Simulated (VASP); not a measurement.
# NiO (Fm-3m) in VASP: settings compared

Aim: see how the results for NiO move with the level of theory and the settings. Levels: PBE, PBEsol+U. Tasks: vibrations by perturbation theory, single point.

All numbers are computed with VASP 6.6.1; they aren't measurements. Logs are shortened: lines on timing, memory, paths and dates and some standing lists are left out, and cuts for length are marked.

## 1. The cell of the first run

Symmetry: Fm-3m, No. 225, cubic system. Conventional cell: a = 4.172 Å, b = 4.172 Å, c = 4.172 Å, α = 90.00°, β = 90.00°, γ = 90.00°. Ni (site symmetry m-3m) has 6 O at 2.09 Å within 2.8 Å. Within 2.8 Å of O (site symmetry m-3m) lie 6 Ni at 2.09 Å.

## 2. Vibrations by perturbation theory, PBE, collinear spin, ferromagnetic start

The input, INCAR:

```
SYSTEM = NiO
ALGO = Normal ; EDIFF = 1E-8
ENCUT = 520 ; GGA = PE
IBRION = 8 ; ISIF = 2
ISMEAR = -1 ; ISPIN = 2
LASPH = .True. ; LCHARG = .True.
LMAXMIX = 4 ; LORBIT = 11
LREAL = .False. ; LWAVE = .False.
MAGMOM = 1 0 ; NELM = 150
NSW = 1 ; PREC = Accurate
SIGMA = 0.05
```

The input, KPOINTS:

```
k-points
0
Gamma
  10 10 10
  0 0 0
```

The input, POSCAR:

```
NiO
1.0
    0.0000000000      2.0859016414      2.0859016414
    2.0859016414      0.0000000000      2.0859016414
    2.0859016414      2.0859016414      0.0000000000
Ni O
1 1
Direct
    0.0000000000      0.0000000000      0.0000000000
    0.5000000000      0.5000000000      0.5000000000
```

Potentials or basis: VASP PAW PBE potentials, release 64 (Ni, O).

Started as:

```console
cat potpaw_PBE.64/Ni/POTCAR potpaw_PBE.64/O/POTCAR > POTCAR
mpirun -np 1 vasp_std > vasp.out
```

OUTCAR:

```text
SYSTEM = NiO
   EDIFF = 1E-8
   ENCUT = 520
   GGA = PE
   IBRION = 8
   ISIF = 2
   ISMEAR = -1
   ISPIN = 2
   LASPH = .True.
   LORBIT = 11
   LREAL = .False.
   NELM = 150
   NSW = 1
   PREC = Accurate

 ion  position               nearest neighbor table
   1  0.000  0.000  0.000-   2 2.09   2 2.09   2 2.09   2 2.09   2 2.09   2 2.09
   2  0.500  0.500  0.500-   1 2.09   1 2.09   1 2.09   1 2.09   1 2.09   1 2.09

  LATTYP: Found a face centered cubic cell.
 ALAT       =     4.1718032828

  Lattice vectors:

 A1 = (   0.0000000000,   2.0859016414,   2.0859016414)
 A2 = (   2.0859016414,   0.0000000000,   2.0859016414)
 A3 = (   2.0859016414,   2.0859016414,   0.0000000000)

Analysis of symmetry for initial positions (statically):
=====================================================================
 Subroutine PRICEL returns:
 Original cell was already a primitive cell.

 Routine SETGRP: Setting up the symmetry group for a
 face centered cubic supercell.

 Subroutine GETGRP returns: Found 48 space group operations
 (whereof 48 operations were pure point group operations)
 out of a pool of 48 trial point group operations.

The static configuration has the point symmetry O_h .

Analysis of symmetry for dynamics (positions and initial velocities):
=====================================================================
 Subroutine PRICEL returns:
 Original cell was already a primitive cell.

 Routine SETGRP: Setting up the symmetry group for a
 face centered cubic supercell.

 Subroutine GETGRP returns: Found 48 space group operations
 (whereof 48 operations were pure point group operations)
 out of a pool of 48 trial point group operations.

The dynamic configuration has the point symmetry O_h .

Analysis of structural, dynamic, and magnetic symmetry:
=====================================================================
 Subroutine PRICEL returns:
 Original cell was already a primitive cell.

 Routine SETGRP: Setting up the symmetry group for a
 face centered cubic supercell.

 Subroutine GETGRP returns: Found 48 space group operations
 (whereof 48 operations were pure point group operations)
 out of a pool of 48 trial point group operations.

The overall configuration has the point symmetry O_h .

 Subroutine INISYM returns: Found 48 space group operations
 (whereof 48 operations are pure point group operations),
 and found     1 'primitive' translations

----------------------------------------------------------------------------------------

                                     Primitive cell

  volume of cell :      18.1515

  direct lattice vectors                    reciprocal lattice vectors
     0.000000000  2.085901641  2.085901641    -0.239704495  0.239704495  0.239704495
     2.085901641  0.000000000  2.085901641     0.239704495 -0.239704495  0.239704495
     2.085901641  2.085901641  0.000000000     0.239704495  0.239704495 -0.239704495

  length of vectors
     2.949910391  2.949910391  2.949910391     0.415180364  0.415180364  0.415180364

  position of ions in fractional coordinates (direct lattice)
     0.000000000  0.000000000  0.000000000
     0.500000000  0.500000000  0.500000000

  ion indices of the primitive-cell ions
   primitive index   ion index
                 1           1
                 2           2

----------------------------------------------------------------------------------------

 KPOINTS: k-points

Automatic generation of k-mesh.
 Grid dimensions read from file:
 generate k-points for:   10   10   10

 Generating k-lattice:

  Cartesian coordinates                     Fractional coordinates (reciprocal lattice)
    -0.023970450  0.023970450  0.023970450     0.100000000  0.000000000  0.000000000
     0.023970450 -0.023970450  0.023970450     0.000000000  0.100000000  0.000000000
     0.023970450  0.023970450 -0.023970450     0.000000000  0.000000000  0.100000000

  Length of vectors
     0.041518036  0.041518036  0.041518036

  Shift w.r.t. Gamma in fractional coordinates (k-lattice)
     0.000000000  0.000000000  0.000000000

 Subroutine IBZKPT returns following result:
 ===========================================

 Found     47 irreducible k-points:

 Following reciprocal coordinates:
            Coordinates               Weight
  0.000000  0.000000  0.000000      1.000000
  0.100000  0.000000  0.000000      8.000000
  0.200000  0.000000  0.000000      8.000000
  0.300000  0.000000  0.000000      8.000000
  0.400000  0.000000  0.000000      8.000000
  0.500000  0.000000  0.000000      4.000000
[... 16 lines left out ...]
  0.300000  0.300000  0.000000      6.000000
  0.400000  0.300000  0.000000     24.000000
 [... further k-points ...]
   k-points           NKPTS =     47   k-points in BZ     NKDIM =     47   number of bands    NBANDS=     13
   number of dos      NEDOS =    301   number of ions     NIONS =      2
   total plane-waves  NPLWV =  13824
   dimension x,y,z NGX =    24 NGY =   24 NGZ =   24
   dimension x,y,z NGXF=    48 NGYF=   48 NGZF=   48
[... 49 lines left out ...]
   NGX = 11   NGY = 11   NGZ = 11

--------------------------------------- Ionic step        1  -------------------------------------------

 number of electron      16.0000001 magnetization       1.6697939

 Free energy of the ion-electron system (eV)
  ---------------------------------------------------
  ext. energy  EPLUGINS =         0.00000000
  ---------------------------------------------------
  free energy    TOTEN  =       -11.47275121 eV

  energy without entropy =      -11.46077145  energy(sigma->0) =      -11.46676133

 E-fermi :   7.9506     XC(G=0): -12.7002

 val. band max:        7.9442105804   @ k =   0.5000   0.1000   0.0000
 cond. band min:       7.9519538535   @ k =   0.4000   0.3000   0.1000
 fundamental gap:      0.0077432731
 Fermi energy:         7.9505662114

 spin component 1

 k-point     1 :       0.0000    0.0000    0.0000
  band No.  band energies     occupation
      1     -12.4610      1.00000
      2       4.8779      1.00000
      3       4.8780      1.00000
      4       4.9290      1.00000
      5       4.9290      1.00000
      6       4.9290      1.00000
      7       5.3262      1.00000
      8       5.3263      1.00000
      9       5.3263      1.00000
     10       9.5021      0.00000
     11      25.8098      0.00000
     12      26.9033      0.00000
     13      26.9034      0.00000
[... 356 lines left out ...]
      2       0.8633      1.00000
      3       3.1160      1.00000
      4       3.3325      1.00000
      5       4.9137      1.00000
      6       5.5057      1.00000
      7       6.3991      1.00000
      8       6.4994      1.00000
      9       6.4997      1.00000
     10      14.5362      0.00000
     11      18.7828      0.00000
     12      20.2449      0.00000
     13      24.1911      0.00000

 [... further k-points ...]

 spin component 2

 k-point     1 :       0.0000    0.0000    0.0000
  band No.  band energies     occupation
      1     -12.0555      1.00000
      2       5.3984      1.00000
      3       5.3984      1.00000
      4       5.3984      1.00000
      5       6.1038      1.00000
      6       6.1040      1.00000
      7       6.1040      1.00000
      8       7.3088      1.00000
      9       7.3090      1.00000
     10       9.8329      0.00000
     11      25.7546      0.00000
     12      27.1116      0.00000
     13      27.1118      0.00000
[... 369 lines left out ...]
 [... further k-points ...]
[... 5 lines left out ...]
  --------------------------------------------------------------------------------------
  -------------------------------------------------------------------------------------
  Total        0.5822259      0.5822259      0.5822259     -0.0000000      0.0000000      0.0000000
  in kB       51.3914209     51.3914209     51.3914209     -0.0000000      0.0000000      0.0000000
  external PRESSURE =      51.3914209 kB  Pullay stress =       0.0000000 kB

 VOLUME and BASIS-vectors are now :
 -----------------------------------------------------------------------------
  energy-cutoff  :      520.00
  volume of cell :       18.15
      direct lattice vectors                 reciprocal lattice vectors
     0.000000000  2.085901641  2.085901641    -0.239704495  0.239704495  0.239704495
     2.085901641  0.000000000  2.085901641     0.239704495 -0.239704495  0.239704495
     2.085901641  2.085901641  0.000000000     0.239704495  0.239704495 -0.239704495

 POSITION                                       TOTAL-FORCE (eV/Angst)
 -----------------------------------------------------------------------------------
      0.00000      0.00000      0.00000         0.000000     -0.000000      0.000000
      2.08590      2.08590      2.08590         0.000000      0.000000      0.000000
 -----------------------------------------------------------------------------------
    total drift:                                0.000000     -0.000000     -0.000000

  FREE ENERGIE OF THE ION-ELECTRON SYSTEM (eV)
  ---------------------------------------------------
  free  energy   TOTEN  =       -11.4727512082 eV

  energy  without entropy=      -11.4607714498  energy(sigma->0) =      -11.46676133

[... ionic steps 2 to 3 ...]

--------------------------------------- Ionic step        4  -------------------------------------------

------------------------ aborting loop because EDIFF is reached ----------------------------------------

[... ionic steps 5 to 6 ...]

--------------------------------------- Ionic step        7  -------------------------------------------

 Free energy of the ion-electron system (eV)
  ---------------------------------------------------
  ---------------------------------------------------
  free energy    TOTEN  =        -0.35627578 eV

  energy without entropy =       -0.35627576

------------------------ aborting loop because EDIFF is reached ----------------------------------------

 INTERNAL STRAIN TENSOR  FOR ION    2  DIRECTION 1   (eV/Angst):
 -----------------------------------------------------------------------------
    -0.02482 -0.00000  0.00000
     0.00000  0.00831  0.00000
     0.00000  0.00000  0.00831

 INTERNAL STRAIN TENSOR FOR ION    2 for displacements in x,y,z  (eV/Angst):
          X           Y           Z          XY          YZ          ZX
  --------------------------------------------------------------------------------
  x     0.00000     0.00000     0.00000     0.00000     0.00000     0.00000
  y     0.00000     0.00000     0.00000     0.00000     0.00000     0.00000
  z     0.00000     0.00000     0.00000     0.00000     0.00000     0.00000

 SECOND DERIVATIVES (NOT SYMMETRIZED)
 ------------------------------------
               1X          1Y          1Z          2X          2Y          2Z
  1X    -3.243925    0.000000    0.000000    3.243925    0.000000    0.000000
  1Y     0.000000   -3.243925    0.000000    0.000000    3.243925    0.000000
  1Z     0.000000    0.000000   -3.243925    0.000000    0.000000    3.243925
  2X     3.248574    0.000000    0.000000   -3.248574    0.000000    0.000000
  2Y     0.000000    3.248574    0.000000    0.000000   -3.248574    0.000000
  2Z     0.000000    0.000000    3.248574    0.000000    0.000000   -3.248574

 Eigenvectors and eigenvalues of the dynamical matrix
 ----------------------------------------------------

   1 f  =    7.945472 THz    49.922875 2PiTHz  265.032429 cm-1    32.859818 meV
             X         Y         Z           dx          dy          dz
      0.000000  0.000000  0.000000     0.000000    0.000000   -0.462577
      2.085902  2.085902  2.085902     0.000000    0.000000    0.886579
[... 21 lines left out ...]
   6 f/i=    0.002333 THz     0.014658 2PiTHz    0.077817 cm-1     0.009648 meV
             X         Y         Z           dx          dy          dz
      0.000000  0.000000  0.000000     0.233729   -0.800664   -0.300551
      2.085902  2.085902  2.085902     0.121949   -0.417751   -0.156814

--------------------------------------------------------------------------------------------------------

 ELASTIC MODULI CONTR FROM IONIC RELAXATION (kBar)
 Direction    XX          YY          ZZ          XY          YZ          ZX
 --------------------------------------------------------------------------------
 XX           0.0000      0.0000      0.0000      0.0000      0.0000      0.0000
 YY           0.0000      0.0000      0.0000      0.0000      0.0000      0.0000
 ZZ           0.0000      0.0000      0.0000      0.0000      0.0000      0.0000
 XY           0.0000      0.0000      0.0000      0.0000      0.0000      0.0000
 YZ           0.0000      0.0000      0.0000      0.0000      0.0000      0.0000
 ZX           0.0000      0.0000      0.0000      0.0000      0.0000      0.0000
 --------------------------------------------------------------------------------

 total charge

# of ion       s       p       d       tot
------------------------------------------
    1        0.333   0.407   8.257   8.996
    2        1.557   3.421   0.000   4.979
--------------------------------------------------
tot          1.890   3.828   8.257  13.975

 magnetization (x)

# of ion       s       p       d       tot
------------------------------------------
    1        0.012   0.015   1.356   1.382
    2        0.028   0.219   0.000   0.247
--------------------------------------------------
tot          0.039   0.234   1.356   1.629
```

Run time: 75 s. Hardware: 1 thread of Intel Xeon 6975P-C (Granite Rapids), shared host; peak memory 0.24 GiB.

Results:

```yaml
Net_moment: 1.67 μB per cell
Site_moments: Ni +1.38; O +0.25 μB
Valence_electrons_inside_the_program's_atomic_spheres: Ni 9.00; O 4.98
Highest_phonon_frequency_at_Γ_LO-TO_splitting_left_out: 265 cm⁻¹
```

Phonon frequencies in cm⁻¹ (negative: imaginary):
```tsv
q point	frequencies
(0.000, 0.000, 0.000)	0 0 0 265 265 265
```

Caveat: the cell wasn't relaxed at this level first, which shifts response properties; a cell with one magnetic atom can't hold antiferromagnetic order, which such compounds often take.

## 3. Single point, PBEsol+U, collinear spin, ferromagnetic start

The input, INCAR:

```
PREC     = Accurate       # precision mode
ENCUT    = 520            # plane-wave cutoff, eV
EDIFF    = 1E-6           # SCF threshold, eV
ISMEAR   = -1             # smearing method
SIGMA    = 0.05           # smearing width, eV
LREAL    = False          # projectors in reciprocal space
LASPH    = True           # aspherical terms in the spheres
NELM     = 150            # most SCF steps
ALGO     = Normal         # electronic algorithm
ISIF     = 2              # what is computed and relaxed
LWAVE    = False          # write WAVECAR
LCHARG   = False          # write CHGCAR
ISPIN    = 2              # spin polarisation
MAGMOM   = 1 0            # initial moments
LORBIT   = 11             # projections on sites
LMAXMIX  = 4              # l up to which the mixer works
LDAU     = True           # DFT+U
LDAUTYPE = 2            
LDAUL    = 2 -1           # shell
LDAUU    = 2 0            # U, eV
LDAUJ    = 0 0          
LDAUPRINT= 1            
GGA      = PS             # functional
NBANDS   = 19             # bands
```

The input, KPOINTS:

```
Automatic mesh
0
Gamma
  11 11 11
```

POSCAR is that of step 2.

Potentials or basis: VASP PAW PBE potentials, release 64 (Ni, O).

Started as:

```console
cat potpaw_PBE.64/Ni/POTCAR potpaw_PBE.64/O/POTCAR > POTCAR
mpirun -np 1 vasp_std > vasp.out
```

Run time: 31 s. Hardware: 1 thread of AMD EPYC 9R45 (Zen 5), shared host; peak memory 0.14 GiB.

The run converged. Its results:

```yaml
Free_energy: -11.7687 eV
Pressure: -2.9 GPa
Band_gap_on_the_k_mesh: 0.14 eV, indirect (least direct gap 1.05 eV)
Net_moment: 1.99 μB per cell
Site_moments: Ni +1.66; O +0.29 μB
Valence_electrons_inside_the_program's_atomic_spheres: Ni 9.00; O 4.98
```

Levels at points of the mesh, in eV from the valence-band top:
Spin up:
| k point | band 6 | band 7 | band 8 | band 9 | band 10 | band 11 | band 12 | band 13 |
| --- | --- | --- | --- | --- | --- | --- | --- | --- |
| (0.00, 0.00, 0.00) | -3.49 | -2.53 | -2.53 | -2.53 | 1.82 | 17.97 | 18.49 | 18.49 |
Spin down:
| k point | band 4 | band 5 | band 6 | band 7 | band 8 | band 9 | band 10 | band 11 |
| --- | --- | --- | --- | --- | --- | --- | --- | --- |
| (0.00, 0.00, 0.00) | -2.47 | -1.96 | -1.96 | -1.96 | 0.14 | 0.14 | 2.22 | 17.92 |

Eigenvalues of the final occupation matrices:
| site | spin | trace | eigenvalues |
| --- | --- | --- | --- |
| site 1 d | 1 | 4.95 | 0.97 0.97 0.97 1.02 1.02 |
| site 1 d | 2 | 3.31 | 0.21 0.21 0.96 0.96 0.96 |

Caveat: the PAW data sets were made with another functional, which shifts forces and pressure a little; a cell with one magnetic atom can't hold antiferromagnetic order, which such compounds often take.
